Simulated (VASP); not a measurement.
# H14CO7 in VASP: notebook, part 2 of 2

VASP 6.6.1. The steps go on from the part before.

## 3. Single point, LDA

This run uses another cell than the first one, of 5.72 Å³/atom, 0.876 times its volume.

INCAR reads:

```
SYSTEM = H14CO7
PREC     = Accurate       ! precision mode
ENCUT    = 520            ! plane-wave cutoff, eV
EDIFF    = 1E-6           ! SCF threshold, eV
ISMEAR   = -1             ! smearing method
SIGMA    = 0.02           ! smearing width, eV
LREAL    = Auto         
LASPH    = .TRUE.         ! aspherical terms in the spheres
NELM     = 80             ! most SCF steps
ALGO     = Normal         ! electronic algorithm
ISIF     = 2              ! what is computed and relaxed
LWAVE    = .FALSE.        ! write WAVECAR
LCHARG   = .TRUE.         ! write CHGCAR
LELF     = .TRUE.         ! ELF
LVHAR    = .TRUE.       
NBANDS   = 47             ! bands
```

KPOINTS reads:

```
regular mesh
0
G
  1 1 1
  0 0 0
```

POSCAR reads:

```
H14CO7
1.0
    5.1701790000      0.0000000000      0.0000000000
    0.0000000000      4.4366910000      0.0000000000
    0.0000000000      0.0000000000      5.4865640000
O H C
7 14 1
Direct
    0.4277027933      0.5327844558      0.6456499915
    0.8338782855      0.4528825650      0.7979493176
    0.1883106949      0.1115696360      0.4918743315
    0.2686560755      0.3240478095      0.0760767577
    0.7026836015      0.6277426127      0.3247569882
    0.7603411797      0.1174523986      0.1880776384
    0.0969405508      0.8467571891      0.9386566893
    0.5044506196      0.5764205801      0.4672323152
    0.6074838028      0.4530628795      0.7374378573
    0.7913652506      0.2639805206      1.0626322777
    1.0202741530      0.1439361001      0.5718515267
    0.3259268199      0.3517260950      0.5976964818
    0.1614644290      0.1658668589      0.3118891897
    0.1774213233      0.1478579419     -0.0263006136
    0.2182903145      0.6802592292     -0.0516534574
    0.8693702868      0.6069838986      0.4116237412
    0.4470638251      0.3007421522      0.0225095342
    0.6595709742      0.1930267400      0.3208383243
    0.7257582378     -0.1836954613      0.2161279810
   -0.1675764031      0.9349760892      0.7212164116
    0.0709066359      0.7175392652      0.5874897295
   -0.0559361678      0.7333844074      0.7461865022
```

Potentials or basis: VASP PAW LDA potentials, release 64 (O, H, C).

On the command line:

```sh
> cat potpaw_LDA.64/O/POTCAR potpaw_LDA.64/H/POTCAR potpaw_LDA.64/C/POTCAR > POTCAR
> mpirun -np 1 vasp_gam > vasp.out
```

OUTCAR:

```text
SYSTEM = H14CO7
   PREC = Accurate
   ENCUT = 520
   EDIFF = 1E-6
   ISMEAR = -1
   LREAL = Auto
   LASPH = .TRUE.
   NELM = 80
   ISIF = 2

 ion  position               nearest neighbor table
   1  0.428  0.533  0.646-  12 1.00   8 1.07   9 1.11
   2  0.834  0.453  0.798-   9 1.22  22 1.40
   3  0.188  0.112  0.492-  11 0.98  13 1.03  12 1.41
   4  0.269  0.324  0.076-  17 0.97  14 1.07
   5  0.703  0.628  0.325-  16 0.99  19 1.03   8 1.31
   6  0.760  0.117  0.188-  18 0.96  10 0.96  19 1.36
   7  0.097  0.847  0.939-  15 0.97  22 1.41  14 1.41
   8  0.504  0.576  0.467-   1 1.07   5 1.31
   9  0.607  0.453  0.737-   1 1.11   2 1.22
  10  0.791  0.264  0.063-   6 0.96
  11  0.020  0.144  0.572-   3 0.98
  12  0.326  0.352  0.598-   1 1.00   3 1.41
  13  0.161  0.166  0.312-   3 1.03
  14  0.177  0.148  0.974-   4 1.07   7 1.41
  15  0.218  0.680  0.948-   7 0.97
  16  0.869  0.607  0.412-   5 0.99
  17  0.447  0.301  0.023-   4 0.97
  18  0.660  0.193  0.321-   6 0.96
  19  0.726  0.816  0.216-   5 1.03   6 1.36
  20  0.832  0.935  0.721-  22 1.07
  21  0.071  0.718  0.587-  22 1.09
  22  0.944  0.733  0.746-  20 1.07  21 1.09   2 1.40   7 1.41

  LATTYP: Found a simple orthorhombic cell.
 ALAT       =     4.4366910000
 B/A-ratio  =     1.1653232105
 C/A-ratio  =     1.2366342393

  Lattice vectors:

 A1 = (   0.0000000000,  -4.4366910000,   0.0000000000)
 A2 = (   5.1701790000,   0.0000000000,   0.0000000000)
 A3 = (   0.0000000000,   0.0000000000,   5.4865640000)

Analysis of symmetry for initial positions (statically):
=====================================================================
 Subroutine PRICEL returns:
 Original cell was already a primitive cell.

 Routine SETGRP: Setting up the symmetry group for a
 simple orthorhombic supercell.

 Subroutine GETGRP returns: Found  1 space group operations
 (whereof  1 operations were pure point group operations)
 out of a pool of  8 trial point group operations.

The static configuration has the point symmetry C_1 .

Analysis of symmetry for dynamics (positions and initial velocities):
=====================================================================
 Subroutine PRICEL returns:
 Original cell was already a primitive cell.

 Routine SETGRP: Setting up the symmetry group for a
 simple orthorhombic supercell.

 Subroutine GETGRP returns: Found  1 space group operations
 (whereof  1 operations were pure point group operations)
 out of a pool of  8 trial point group operations.

The dynamic configuration has the point symmetry C_1 .

 Subroutine INISYM returns: Found  1 space group operations
 (whereof  1 operations are pure point group operations),
 and found     1 'primitive' translations

----------------------------------------------------------------------------------------

                                     Primitive cell

  volume of cell :     125.8535

  direct lattice vectors                    reciprocal lattice vectors
     5.170179000  0.000000000  0.000000000     0.193416901  0.000000000  0.000000000
     0.000000000  4.436691000  0.000000000     0.000000000  0.225393204  0.000000000
     0.000000000  0.000000000  5.486564000     0.000000000  0.000000000  0.182263435

[... 72 lines left out ...]

 Subroutine IBZKPT returns following result:
 ===========================================

 Found      1 irreducible k-points:

 Following reciprocal coordinates:
            Coordinates               Weight
  0.000000  0.000000  0.000000      1.000000
   k-points           NKPTS =      1   k-points in BZ     NKDIM =      1   number of bands    NBANDS=     47
   number of dos      NEDOS =    301   number of ions     NIONS =     22
   total plane-waves  NPLWV =  60480
   dimension x,y,z NGX =    40 NGY =   36 NGZ =   42
   dimension x,y,z NGXF=    80 NGYF=   72 NGZF=   84
   ions per type =               7  14   1
   NGX,Y,Z   is equivalent  to a cutoff of  12.86, 13.49, 12.73 a.u.
   NGXF,Y,Z  is equivalent  to a cutoff of  25.72, 26.98, 25.45 a.u.
 SYSTEM =  H14CO7
   PREC   = accura    normal or accurate (medium, high low for compatibility)
   ISTART =      0    job   : 0-new  1-cont  2-samecut
   ICHARG =      2    charge: 1-file 2-atom 10-const
   ISPIN  =      1    spin polarized calculation?
   LNONCOLLINEAR =      F non collinear calculations
   LSORBIT =      F    spin-orbit coupling
   LASPH  =      T    aspherical Exc in radial PAW
   ENCUT  =  520.0 eV  38.22 Ry    6.18 a.u.   9.61  8.25 10.20*2*pi/ulx,y,z
   NELM   =     80;   NELMIN=  2; NELMDL= -5     # of ELM steps
   EDIFF  = 0.1E-05   stopping-criterion for ELM
   LREAL  =      T    real-space projection
   EDIFFG = 0.1E-04   stopping-criterion for IOM
   NSW    =      0    number of steps for IOM
   IBRION =     -1    ionic relax: 0-MD 1-quasi-New 2-CG
   NFREE  =      0    steps in history (QN), initial steepest desc. (CG)
   ISIF   =      2    stress and relaxation
   ISYM   =      2    0-nonsym 1-usesym 2-fastsym
   POTIM  = 0.5000    time-step for ionic-motion
   TEBEG  =    0.0;   TEEND  =   0.0 temperature during run
   PSTRESS=    0.0 pullay stress
   NELECT =      60.0000    total number of electrons
   NUPDOWN=      -1.0000    fix difference up-down
   EMIN   =  10.00;   EMAX   =-10.00  energy-range for DOS
   EFERMI =   0.00;   METHOD = LEGACY
   ISMEAR =    -1;   SIGMA  =   0.02  broadening in eV -4-tet -1-fermi 0-gaus
   EFERMI_NEDOS =   21; number of points for ismear=-14 and -15
   IALGO  =     38    algorithm
   IMIX   =      4    mixing-type and parameters
     AMIX     =   0.40;   BMIX     =  1.00
     AMIX_MAG =   1.60;   BMIX_MAG =  1.00
  volume/ion in A,a.u.               =       5.72        38.60
  Fermi-wavevector in a.u.,A,eV,Ry     =   1.278901  2.416772 22.253514  1.635587
  Thomas-Fermi vector in A             =   2.411417
   LORBIT       =      0    0 simple, 1 ext, 2 COOP (PROOUT), +10 PAW based schemes
   GGA     = CA    functional components
   LHFCALC =     F    Hartree Fock is set to
   AEXX    =    0.0000 exact exchange contribution
   IVDW    =     0    specifies the selected vdW correction
   LEPSILON=     F    determine dielectric tensor
   LRPA    =     F    only Hartree local field effects (RPA)
 non-spin polarized calculation
  energy-cutoff  :      520.00
  volume of cell :      125.85
 maximum number of plane-waves:      1688
 NGX is ok and might be reduce to    40
   NGX = 19   NGY = 17   NGZ = 21

 number of electron      60.0000005 magnetization

 Free energy of the ion-electron system (eV)
  ---------------------------------------------------
  ext. energy  EPLUGINS =         0.00000000
  ---------------------------------------------------
  free energy    TOTEN  =      -116.10699250 eV

  energy without entropy =     -116.10699250  energy(sigma->0) =     -116.10699250

 E-fermi :   0.2002     XC(G=0): -10.1214

 val. band max:       -0.3510069801   @ k =   0.0000   0.0000   0.0000
 cond. band min:       4.9324633293   @ k =   0.0000   0.0000   0.0000
 fundamental gap:      5.2834703093
 Fermi energy:         0.2001737487

 k-point     1 :       0.0000    0.0000    0.0000
  band No.  band energies     occupation
      1     -21.2377      2.00000
      2     -20.2636      2.00000
      3     -19.7077      2.00000
      4     -19.0680      2.00000
      5     -18.4437      2.00000
      6     -18.3485      2.00000
[... 34 lines left out ...]
     41      11.7869      0.00000
     42      12.3649      0.00000
 [bands above 42 left out]

------------------------ aborting loop because EDIFF is reached ----------------------------------------

  FORCE on cell =-STRESS in cart. coord.  units (eV):
  Direction    XX          YY          ZZ          XY          YZ          ZX
  --------------------------------------------------------------------------------------
  -------------------------------------------------------------------------------------
  Total       14.6402499      7.6939278     10.2218174     -1.3263293     -2.4213487      0.0745565
  in kB      186.3776622     97.9475271    130.1288188    -16.8848322    -30.8249731      0.9491413
  external PRESSURE =     138.1513360 kB  Pullay stress =       0.0000000 kB

 VOLUME and BASIS-vectors are now :
 -----------------------------------------------------------------------------
  energy-cutoff  :      520.00
  volume of cell :      125.85
      direct lattice vectors                 reciprocal lattice vectors
     5.170179000  0.000000000  0.000000000     0.193416901  0.000000000  0.000000000
     0.000000000  4.436691000  0.000000000     0.000000000  0.225393204  0.000000000
     0.000000000  0.000000000  5.486564000     0.000000000  0.000000000  0.182263435

 POSITION                                       TOTAL-FORCE (eV/Angst)
 -----------------------------------------------------------------------------------
      2.21130      2.36380      3.54240        -0.726013      0.733059     -0.112334
      4.31130      2.00930      4.37800         0.234056      0.458038      0.193193
      0.97360      0.49500      2.69870        -0.412674      0.127064     -0.603118
      1.38900      1.43770      0.41740        -0.065855     -0.114653     -0.829785
      3.63300      2.78510      1.78180         0.141047      0.096294      0.195488
      3.93110      0.52110      1.03190         0.547404     -2.406473     -0.790233
[... 14 lines left out ...]
      0.36660      3.18350      3.22330         0.733452     -0.327403     -0.539174
      4.88098      3.25380      4.09400         0.584613     -1.889982      1.606823
 -----------------------------------------------------------------------------------
    total drift:                                0.004485     -0.008830     -0.004527

  FREE ENERGIE OF THE ION-ELECTRON SYSTEM (eV)
  ---------------------------------------------------
  free  energy   TOTEN  =      -116.1069925023 eV

  energy  without entropy=     -116.1069925023  energy(sigma->0) =     -116.10699250
```

Run time: 26 s. Hardware: 1 thread of Intel Xeon Platinum 8375C at 2.90GHz (Ice Lake), shared host; peak memory 0.18 GiB.

Results:

| Quantity | Value |
| --- | --- |
| Free energy | -116.1070 eV |
| Pressure | 13.8 GPa |
| Largest force | 2.765 eV/Å |
| Band gap on the k mesh | 5.28 eV |

Forces on the atoms (eV/Å):
```
O   -0.726  0.733 -0.112
O    0.234  0.458  0.193
O   -0.413  0.127 -0.603
O   -0.066 -0.115 -0.830
O    0.141  0.096  0.195
O    0.547 -2.406 -0.790
O   -0.831 -0.492 -0.882
H    0.707  0.924  0.645
H    0.665  0.745 -0.045
H    0.531  1.650 -1.228
H   -0.045  0.357  0.181
H   -1.087 -1.242 -0.189
H    0.646  0.078  0.554
H    0.370  0.567  0.613
H    1.476 -1.175  0.975
H   -0.460  0.007 -0.229
H    0.205  0.059  0.365
H   -0.737  0.860  0.522
H    0.072 -0.038 -0.061
H   -2.546  1.023 -0.341
H    0.733 -0.327 -0.539
C    0.585 -1.890  1.607
```

Stress tensor (GPa, compression positive):
```
18.64 -1.69  0.09
-1.69  9.79 -3.08
 0.09 -3.08 13.01
```

Levels at points of the mesh, in eV from the valence-band top:
| k point | band 26 | band 27 | band 28 | band 29 | band 30 | band 31 | band 32 | band 33 | band 34 | band 35 |
| --- | --- | --- | --- | --- | --- | --- | --- | --- | --- | --- |
| (0.00, 0.00, 0.00) | -0.89 | -0.57 | -0.41 | -0.32 | 0.00 | 5.28 | 7.72 | 8.27 | 8.83 | 9.84 |

Caveat: the k points lie up to 1.42 Å⁻¹ apart.

## 4. Single point, LDA

This run uses another cell than the first one, of 6.38 Å³/atom, 0.977 times its volume.

INCAR reads:

```
SYSTEM = H14CO7
PREC = Accurate ; ENCUT = 520
EDIFF = 1E-6 ; ISMEAR = -1
SIGMA = 0.02 ; LREAL = Auto
LASPH = .True. ; NELM = 60
ALGO = Normal ; ISIF = 2
LWAVE = .False. ; LCHARG = .True.
GGA = CA ; LELF = .True.
LVHAR = .True. ; NBANDS = 47
```

KPOINTS reads:

```
regular mesh
0
Gamma
  1 1 1
  0 0 0
```

POSCAR reads:

```
H14CO7
1.0
    5.5805130000      0.0000000000      0.0000000000
    0.0000000000      4.0308780000      0.0000000000
    0.0000000000      0.0000000000      6.2419640000
O H C
7 14 1
Direct
    0.4309460438      0.5039596832      0.6487701627
    0.8543300589      0.4502244920      0.7580306455
    0.1882801814      0.1249851769      0.4585736156
    0.3121039231      0.2973297629      0.0999204737
    0.7097017783      0.6374789810      0.3112962523
    0.7386596895      0.1477345630      0.0996641442
    0.1396466597      0.7821620997      0.9327512943
    0.4255164355      0.6881627278      0.5377474141
    0.6553698558      0.4672679253      0.7135574636
    0.8191540814      0.2884235147      0.9922357771
    1.0204258999      0.1317827034      0.4361287569
    0.3286615406      0.2946504459      0.5930024588
    0.2601732135      0.2059104741      0.3170636678
    0.2078303554      0.1214375627      0.0225409823
    0.2147472822      0.5542961112     -0.0460592211
    0.8639528301      0.6333359630      0.3945713240
    0.4846149449      0.1945729938      0.0620157374
    0.7039854580      0.3354604133      0.2135866211
    0.7297357788     -0.1778272624      0.2072905259
   -0.1488752020      0.9250590070      0.7376204028
    0.1039868557      0.7073644997      0.6165527388
   -0.0178119825      0.7422452379      0.7608342502
```

On the command line:

```sh
> cat potpaw_LDA.64/O/POTCAR potpaw_LDA.64/H/POTCAR potpaw_LDA.64/C/POTCAR > POTCAR
> mpirun -np 1 vasp_gam > vasp.out
```

Wall time 21 s (1 thread of Intel Xeon Platinum 8375C at 2.90GHz (Ice Lake), shared host); peak memory 0.18 GiB.

The run converged. Its results:

- Free energy: -117.4556 eV
- Pressure: 6.5 GPa
- Largest force: 3.390 eV/Å
- Band gap on the k mesh: 4.23 eV

Forces on the atoms (eV/Å):
```
O    0.666  0.381 -0.469
O   -1.038 -1.477  1.014
O    1.542 -0.580  0.393
O    0.381 -0.872 -1.460
O    0.842 -0.596  1.546
O   -0.699 -1.205  1.191
O   -1.886  0.642 -0.361
H   -0.018 -1.303  0.842
H    0.349  0.299  0.091
H    0.451  0.100 -1.390
H   -1.487  0.046  0.402
H    0.059  1.317 -0.074
H    0.049  0.171 -0.901
H    0.251 -0.487  0.224
H    0.897  0.187  0.951
H   -0.810  0.041 -0.373
H   -0.883  0.797  0.330
H    0.376  0.306  0.119
H    0.279  1.200 -1.052
H   -1.007  2.804  0.189
H   -0.365  0.538  0.187
C    2.051 -2.309 -1.398
```

Stress tensor (GPa, compression positive):
```
 5.37  0.37 -4.82
 0.37 10.17 -2.68
-4.82 -2.68  4.03
```

Levels at points of the mesh, in eV from the valence-band top:
| k point | band 28 | band 29 | band 30 | band 31 | band 32 | band 33 |
| --- | --- | --- | --- | --- | --- | --- |
| (0.00, 0.00, 0.00) | -1.21 | -0.65 | 0.00 | 4.23 | 7.06 | 7.38 |

Caveat: the k points lie up to 1.56 Å⁻¹ apart.

## 5. Overview

| cell | gap on the mesh (eV) | pressure (GPa) | largest force (eV/Å) |
| --- | --- | --- | --- |
| a = 5.221, b = 5.131, c = 5.366 Å, 22 atoms | 4.62 | 9.0 | 3.86 |
| a = 5.170, b = 4.437, c = 5.487 Å, 22 atoms | 5.28 | 13.8 | 2.77 |
| a = 5.581, b = 4.031, c = 6.242 Å, 22 atoms | 4.23 | 6.5 | 3.39 |

Alike in all rows: task single point; level LDA; potentials or basis VASP PAW LDA potentials, release 64 (O, H, C); no spin polarisation; k mesh 1 × 1 × 1; cutoff (eV) 520; smearing fermi-dirac 0.02 eV.

Caveats: all runs use coarse meshes.

Total energies depend on the potentials used, so only differences within one code and one set of settings carry meaning.
